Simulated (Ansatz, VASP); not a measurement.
# TaPb in VASP and in Ansatz

```
Ta Pb
1.0
     3.36052    0.00000    0.00000
     0.00000    3.36052    0.00000
     0.00000    0.00000    4.40469
Ta Pb
1 1
Direct
  0.50000 0.50000 0.50000
  0.00000 0.00000 0.00000
```

Alike in both runs: task single point; functional PBE; k mesh 6 × 6 × 4; occupations gaussian, width 0.1 eV; no spin polarisation.

|  | VASP | Ansatz |
| --- | --- | --- |
| version | VASP 6.6.1 | Ansatz 0.2.0 |
| potentials or method | VASP PAW PBE potentials, release 64 (Ta_pv, Pb_d), cutoff 520 eV | scalar-relativistic, plane waves, PAW |
| valence electrons in the cell | 25 | 27 |

|  | VASP | Ansatz | Ansatz less VASP |
| --- | --- | --- | --- |
| gap on the k mesh at the Fermi level (eV) | none | none | - |
| pressure (GPa) | -11.1 | -11.1 | +0.01 |
| traceless stress, the component that is largest in VASP (GPa) | -0.96 | -0.99 | -0.035 |

A gap of «none» marks a metal or a gap that the smearing closes. VASP's potentials hold 25 valence electrons a cell and Ansatz's 27, so a difference there can come from the potentials and not from the codes.

Spin-orbit coupling is off throughout.
